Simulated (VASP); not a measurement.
# SiO2 (R-3m) in VASP: electric field gradients with PBE

Aim: the electric field gradients of SiO2 with PBE.

Program: VASP 6.6.1. These are calculated values, not measurements. Logs are shortened: lines on timing, memory, paths and dates and some standing lists are left out, and cuts for length are marked.

**1. The cell of the first run**

Symmetry: R-3m, No. 166, trigonal system. Conventional cell: a = 13.597 Å, b = 13.597 Å, c = 14.836 Å, α = 90.00°, β = 90.00°, γ = 120.00°. Within 2.1 Å of Si (site symmetry 1) lie 4 O at 1.61 to 1.63 Å. Within 2.2 Å of O (site symmetry 2) lie 2 Si at 1.62 Å. Within 2.2 Å of O (site symmetry m) lie 2 Si at 1.63 Å. O (site symmetry m) has 2 Si at 1.61 Å within 2.1 Å. Within 2.1 Å of O (site symmetry 2) lie 2 Si at 1.61 Å.

**2. Electric field gradients, PBE**

INCAR reads:

```
ALGO = Normal
EDIFF = 1E-8
ENCUT = 520
GGA = PE
ISIF = 2
ISMEAR = -1
LASPH = T
LCHARG = F
LEFG = T
LREAL = Auto
LWAVE = F
NBANDS = 120
NELM = 80
PREC = Accurate
SIGMA = 0.02
```

KPOINTS reads:

```
k-points
0
Gamma
  3 3 3
```

POSCAR reads:

```
SiO2
1.0
    6.7984988707      3.9251151531      4.9453227949
   -6.7984988707      3.9251151531      4.9453227949
    0.0000000000     -7.8502303062      4.9453227949
Si O
12 24
Direct
    0.3342762193      0.1054204825      0.8752381862
    0.1054204825      0.8752381862      0.3342762193
    0.8752381862      0.3342762193      0.1054204825
    0.1247618138      0.8945795175      0.6657237807
    0.8945795175      0.6657237807      0.1247618138
    0.6657237807      0.1247618138      0.8945795175
    0.6657237807      0.8945795175      0.1247618138
    0.8945795175      0.1247618138      0.6657237807
    0.1247618138      0.6657237807      0.8945795175
    0.8752381862      0.1054204825      0.3342762193
    0.1054204825      0.3342762193      0.8752381862
    0.3342762193      0.8752381862      0.1054204825
    0.2631181805      0.0000000000      0.7368818195
    0.0000000000      0.7368818195      0.2631181805
    0.7368818195      0.2631181805      0.0000000000
    0.7368818195      0.0000000000      0.2631181805
    0.0000000000      0.2631181805      0.7368818195
    0.2631181805      0.7368818195      0.0000000000
    0.6744800195      0.9761431857      0.9761431857
    0.9761431857      0.9761431857      0.6744800195
    0.9761431857      0.6744800195      0.9761431857
    0.0238568143      0.0238568143      0.3255199805
    0.0238568143      0.3255199805      0.0238568143
    0.3255199805      0.0238568143      0.0238568143
    0.2518120148      0.8933184751      0.2518120148
    0.2518120148      0.2518120148      0.8933184751
    0.8933184751      0.2518120148      0.2518120148
    0.1066815249      0.7481879852      0.7481879852
    0.7481879852      0.1066815249      0.7481879852
    0.7481879852      0.7481879852      0.1066815249
    0.5000000000      0.8469655168      0.1530344832
    0.1530344832      0.5000000000      0.8469655168
    0.8469655168      0.1530344832      0.5000000000
    0.5000000000      0.1530344832      0.8469655168
    0.8469655168      0.5000000000      0.1530344832
    0.1530344832      0.8469655168      0.5000000000
```

Potentials or basis: VASP PAW PBE potentials, release 64 (Si, O).

Command:

```console
$ cat potpaw_PBE.64/Si/POTCAR potpaw_PBE.64/O/POTCAR > POTCAR
$ mpirun -np 1 vasp_std > vasp.out
```

OUTCAR:

```text
EDIFF = 1E-8
   ENCUT = 520
   GGA = PE
   ISIF = 2
   ISMEAR = -1
   LASPH = T
   LREAL = Auto
   NELM = 80
   PREC = Accurate

 ion  position               nearest neighbor table
   1  0.334  0.105  0.875-  26 1.61  34 1.61  13 1.62  24 1.63   6 3.06  11 3.11   4 3.11  12 3.13

   2  0.105  0.875  0.334-  25 1.61  36 1.61  14 1.62  22 1.63   4 3.06  12 3.11   5 3.11  10 3.13

   3  0.875  0.334  0.105-  27 1.61  35 1.61  15 1.62  23 1.63   5 3.06  10 3.11   6 3.11  11 3.13
[... 41 lines left out ...]
  35  0.847  0.500  0.153-   3 1.61   5 1.61
  36  0.153  0.847  0.500-   2 1.61   4 1.61

  LATTYP: Found a trigonal (rhomboedric) cell.
 ALAT       =     9.2780565533
 COS(alpha) =    -0.0738460510

  Lattice vectors:

 A1 = (   6.7984988707,   3.9251151531,   4.9453227949)
 A2 = (  -6.7984988707,   3.9251151531,   4.9453227949)
 A3 = (   0.0000000000,  -7.8502303062,   4.9453227949)

Analysis of symmetry for initial positions (statically):
=====================================================================
 Subroutine PRICEL returns:
 Original cell was already a primitive cell.

 Routine SETGRP: Setting up the symmetry group for a
 trigonal (rhombohedral) supercell.

 Subroutine GETGRP returns: Found 12 space group operations
 (whereof 12 operations were pure point group operations)
 out of a pool of 12 trial point group operations.

The static configuration has the point symmetry D_3d.

Analysis of symmetry for dynamics (positions and initial velocities):
=====================================================================
 Subroutine PRICEL returns:
 Original cell was already a primitive cell.

 Routine SETGRP: Setting up the symmetry group for a
 trigonal (rhombohedral) supercell.

 Subroutine GETGRP returns: Found 12 space group operations
 (whereof 12 operations were pure point group operations)
 out of a pool of 12 trial point group operations.

The dynamic configuration has the point symmetry D_3d.

 Subroutine INISYM returns: Found 12 space group operations
 (whereof 12 operations are pure point group operations),
 and found     1 'primitive' translations

----------------------------------------------------------------------------------------

                                     Primitive cell

  volume of cell :     791.7924

  direct lattice vectors                    reciprocal lattice vectors
     6.798498871  3.925115153  4.945322795     0.073545647  0.042461599  0.067403756
    -6.798498871  3.925115153  4.945322795    -0.073545647  0.042461599  0.067403756
     0.000000000 -7.850230306  4.945322795     0.000000000 -0.084923199  0.067403756

  length of vectors
     9.278056553  9.278056553  9.278056553     0.108421474  0.108421474  0.108421474

  position of ions in fractional coordinates (direct lattice)
     0.334276219  0.105420483  0.875238186
     0.105420483  0.875238186  0.334276219
     0.875238186  0.334276219  0.105420483
     0.124761814  0.894579517  0.665723781
     0.894579517  0.665723781  0.124761814
     0.665723781  0.124761814  0.894579517
[... 28 lines left out ...]
     0.846965517  0.500000000  0.153034483
     0.153034483  0.846965517  0.500000000

  ion indices of the primitive-cell ions
   primitive index   ion index
                 1           1
                 2           2
                 3           3
                 4           4
                 5           5
                 6           6
[... 28 lines left out ...]
                35          35
                36          36

----------------------------------------------------------------------------------------

 KPOINTS: k-points

Automatic generation of k-mesh.
 Grid dimensions read from file:
 generate k-points for:    3    3    3

 Generating k-lattice:
[... 44 lines left out ...]
   LREAL  =      T    real-space projection
   EDIFFG = 0.1E-06   stopping-criterion for IOM
   NSW    =      0    number of steps for IOM
   IBRION =     -1    ionic relax: 0-MD 1-quasi-New 2-CG
   NFREE  =      0    steps in history (QN), initial steepest desc. (CG)
   ISIF   =      2    stress and relaxation
   ISYM   =      2    0-nonsym 1-usesym 2-fastsym
   POTIM  = 0.5000    time-step for ionic-motion
   TEBEG  =    0.0;   TEEND  =   0.0 temperature during run
   PSTRESS=    0.0 pullay stress
   NELECT =     192.0000    total number of electrons
   NUPDOWN=      -1.0000    fix difference up-down
   EMIN   =  10.00;   EMAX   =-10.00  energy-range for DOS
   EFERMI =   0.00;   METHOD = LEGACY
   ISMEAR =    -1;   SIGMA  =   0.02  broadening in eV -4-tet -1-fermi 0-gaus
   EFERMI_NEDOS =   21; number of points for ismear=-14 and -15
   IALGO  =     38    algorithm
   IMIX   =      4    mixing-type and parameters
     AMIX     =   0.40;   BMIX     =  1.00
     AMIX_MAG =   1.60;   BMIX_MAG =  1.00
  volume/ion in A,a.u.               =      21.99       148.42
  Fermi-wavevector in a.u.,A,eV,Ry     =   1.020872  1.929169 14.179726  1.042180
  Thomas-Fermi vector in A             =   2.154466
   LORBIT       =      0    0 simple, 1 ext, 2 COOP (PROOUT), +10 PAW based schemes
   GGA     = PE    functional components
   LHFCALC =     F    Hartree Fock is set to
   AEXX    =    0.0000 exact exchange contribution
   IVDW    =     0    specifies the selected vdW correction
   LEPSILON=     F    determine dielectric tensor
   LRPA    =     F    only Hartree local field effects (RPA)
 non-spin polarized calculation
  energy-cutoff  :      520.00
  volume of cell :      791.79
 maximum number of plane-waves:     21427
 NGX is ok and might be reduce to    70
   NGX = 35   NGY = 35   NGZ = 35

 number of electron     191.9999998 magnetization

 Free energy of the ion-electron system (eV)
  ---------------------------------------------------
  ext. energy  EPLUGINS =         0.00000000
  ---------------------------------------------------
  free energy    TOTEN  =      -284.43754073 eV

  energy without entropy =     -284.43754073  energy(sigma->0) =     -284.43754073

 E-fermi :  -2.2101     XC(G=0):  -6.0973

 val. band max:       -2.7662003724   @ k =  -0.3333   0.3333   0.3333
 cond. band min:       3.0095105552   @ k =   0.0000   0.0000   0.0000
 fundamental gap:      5.7757109277
 Fermi energy:        -2.2100771093

 k-point     1 :       0.0000    0.0000    0.0000
  band No.  band energies     occupation
      1     -22.0544      2.00000
      2     -21.5691      2.00000
      3     -21.5691      2.00000
      4     -21.4200      2.00000
      5     -21.4200      2.00000
      6     -21.1296      2.00000
[... 655 lines left out ...]
    107       6.4360      0.00000
    108       6.4361      0.00000
 [bands above 108 left out]

------------------------ aborting loop because EDIFF is reached ----------------------------------------

  FORCE on cell =-STRESS in cart. coord.  units (eV):
  Direction    XX          YY          ZZ          XY          YZ          ZX
  --------------------------------------------------------------------------------------
  -------------------------------------------------------------------------------------
  Total        8.7018644      8.7018644      6.8474148      0.0000000     -0.0000000      0.0000000
  in kB       17.6080623     17.6080623     13.8556177      0.0000000     -0.0000000      0.0000000
  external PRESSURE =      16.3572475 kB  Pullay stress =       0.0000000 kB

 VOLUME and BASIS-vectors are now :
 -----------------------------------------------------------------------------
  energy-cutoff  :      520.00
  volume of cell :      791.79
      direct lattice vectors                 reciprocal lattice vectors
     6.798498871  3.925115153  4.945322795     0.073545647  0.042461599  0.067403756
    -6.798498871  3.925115153  4.945322795    -0.073545647  0.042461599  0.067403756
     0.000000000 -7.850230306  4.945322795     0.000000000 -0.084923199  0.067403756

 POSITION                                       TOTAL-FORCE (eV/Angst)
 -----------------------------------------------------------------------------------
      1.55588     -5.14496      6.50278        -0.024549      0.028295      0.029611
     -5.23360      1.22505      6.50278         0.036779      0.007113      0.029611
      3.67773      3.91991      6.50278        -0.012230     -0.035408      0.029611
     -5.23360     -1.22505      8.33319         0.036779     -0.007113     -0.029611
      1.55588      5.14496      8.33319        -0.024549     -0.028295     -0.029611
      3.67773     -3.91991      8.33319        -0.012230      0.035408     -0.029611
[... 28 lines left out ...]
      2.35884      4.08564      7.41798         0.003765      0.006522     -0.000000
     -4.71769      0.00000      7.41798        -0.007531      0.000000     -0.000000
 -----------------------------------------------------------------------------------
    total drift:                               -0.000000      0.000000      0.000000

  FREE ENERGIE OF THE ION-ELECTRON SYSTEM (eV)
  ---------------------------------------------------
  free  energy   TOTEN  =      -284.4375407331 eV

  energy  without entropy=     -284.4375407331  energy(sigma->0) =     -284.43754073

 Electric field gradients (V/A^2)
---------------------------------------------------------------------
 ion       V_xx      V_yy      V_zz      V_xy      V_xz      V_yz
---------------------------------------------------------------------
   1      -5.698     5.852    -0.154    -0.827    -4.120    -5.367
   2       3.680    -3.526    -0.154    -4.588    -2.588     6.252
   3       2.248    -2.095    -0.154     5.414     6.708    -0.885
   4       3.680    -3.526    -0.154     4.588     2.588     6.252
   5      -5.698     5.852    -0.154     0.827     4.120    -5.367
   6       2.248    -2.095    -0.154    -5.414    -6.708    -0.885
[... 28 lines left out ...]
  35      18.219   -15.997    -2.222   -29.632   -60.234    34.776
  36     -33.105    35.327    -2.222     0.000     0.000   -69.553
---------------------------------------------------------------------

 Electric field gradients after diagonalization (V/A^2)
 (convention: |V_zz| > |V_xx| > |V_yy|)
----------------------------------------------------------------------
 ion       V_xx      V_yy      V_zz     asymmetry (V_yy - V_xx)/ V_zz
----------------------------------------------------------------------
   1      -8.718    -0.420     9.137       0.908
   2      -8.718    -0.420     9.137       0.908
   3      -8.718    -0.420     9.137       0.908
   4      -8.718    -0.420     9.137       0.908
   5      -8.718    -0.420     9.137       0.908
   6      -8.718    -0.420     9.137       0.908
[... 28 lines left out ...]
  35     -55.489   -33.105    88.595       0.253
  36     -55.489   -33.105    88.595       0.253
----------------------------------------------------------------------

           NMR quadrupolar parameters

 Cq : quadrupolar parameter    Cq=e*Q*V_zz/h
 eta: asymmetry parameters     (V_yy - V_xx)/ V_zz
 Q  : nuclear electric quadrupole moment in mb (millibarn)
----------------------------------------------------------------------
 ion       Cq(MHz)       eta       Q (mb)
----------------------------------------------------------------------
   1       0.022       0.908       1.000
   2       0.022       0.908       1.000
   3       0.022       0.908       1.000
   4       0.022       0.908       1.000
   5       0.022       0.908       1.000
   6       0.022       0.908       1.000
[... 28 lines left out ...]
  35       0.214       0.253       1.000
  36       0.214       0.253       1.000
----------------------------------------------------------------------
```

It took 36 min on 1 thread of Oxide Virtual Turin-like, shared host; peak memory 0.82 GiB.

What came out:

| Property | Result |
| --- | --- |
| Free energy | -284.4375 eV |
| Pressure | 1.6 GPa |
| Largest force | 0.048 eV/Å |
| Band gap on the k mesh | 5.78 eV (least direct gap 5.81 eV) |
| Largest electric field gradient by atom | Si +9.1; O +90.1, +91.3, +88.6 (each value once) V/Å² |

Forces on the atoms (eV/Å):
```
Si  -0.025  0.028  0.030
Si   0.037  0.007  0.030
Si  -0.012 -0.035  0.030
Si   0.037 -0.007 -0.030
Si  -0.025 -0.028 -0.030
Si  -0.012  0.035 -0.030
Si   0.025 -0.028 -0.030
Si  -0.037 -0.007 -0.030
Si   0.012  0.035 -0.030
Si  -0.037  0.007  0.030
Si   0.025  0.028  0.030
Si   0.012 -0.035  0.030
O   -0.005 -0.009  0.000
O   -0.005  0.009  0.000
O    0.010  0.000  0.000
O    0.005  0.009  0.000
O    0.005 -0.009  0.000
O   -0.010  0.000  0.000
O   -0.011 -0.006  0.011
O    0.000  0.013  0.011
O    0.011 -0.006  0.011
O    0.000 -0.013 -0.011
O   -0.011  0.006 -0.011
O    0.011  0.006 -0.011
O   -0.010  0.006 -0.015
O    0.000 -0.012 -0.015
O    0.010  0.006 -0.015
O   -0.010 -0.006  0.015
O    0.010 -0.006  0.015
O    0.000  0.012  0.015
O   -0.004  0.007  0.000
O   -0.004 -0.007  0.000
O    0.008  0.000  0.000
O    0.004 -0.007  0.000
O    0.004  0.007  0.000
O   -0.008  0.000  0.000
```

Stress tensor (GPa, compression positive):
```
1.76 0.00 0.00
0.00 1.76 0.00
0.00 0.00 1.39
```

Levels at points of the mesh, in eV from the valence-band top:
```tsv
k point	band 94	band 95	band 96	band 97	band 98	band 99
(0.00, 0.00, 0.00)	-0.05	-0.05	-0.03	5.78	7.88	7.91
```

Electric field gradients, principal values (V/Å²):
```
 atom    least   middle  greatest (by size)
 1 Si   -0.420   -8.718               9.137
 2 Si   -0.420   -8.718               9.137
 3 Si   -0.420   -8.718               9.137
 4 Si   -0.420   -8.718               9.137
 5 Si   -0.420   -8.718               9.137
 6 Si   -0.420   -8.718               9.137
 7 Si   -0.420   -8.718               9.137
 8 Si   -0.420   -8.718               9.137
 9 Si   -0.420   -8.718               9.137
10 Si   -0.420   -8.718               9.137
11 Si   -0.420   -8.718               9.137
12 Si   -0.420   -8.718               9.137
 13 O  -37.392  -52.683              90.075
 14 O  -37.392  -52.683              90.075
 15 O  -37.392  -52.683              90.075
 16 O  -37.392  -52.683              90.075
 17 O  -37.392  -52.683              90.075
 18 O  -37.392  -52.683              90.075
 19 O  -40.848  -49.262              90.109
 20 O  -40.848  -49.262              90.109
 21 O  -40.848  -49.262              90.109
 22 O  -40.848  -49.262              90.109
 23 O  -40.848  -49.262              90.109
 24 O  -40.848  -49.262              90.109
 25 O  -36.991  -54.264              91.254
 26 O  -36.991  -54.264              91.254
 27 O  -36.991  -54.264              91.254
 28 O  -36.991  -54.264              91.254
 29 O  -36.991  -54.264              91.254
 30 O  -36.991  -54.264              91.254
 31 O  -33.105  -55.489              88.595
 32 O  -33.105  -55.489              88.595
 33 O  -33.105  -55.489              88.595
 34 O  -33.105  -55.489              88.595
 35 O  -33.105  -55.489              88.595
 36 O  -33.105  -55.489              88.595
```

Caveat: without QUAD_EFG the Cq values of the log hold for a quadrupole moment of 1 mb, not for the nuclei; an odd mesh through Γ misses points on the zone boundary, where band edges can lie.
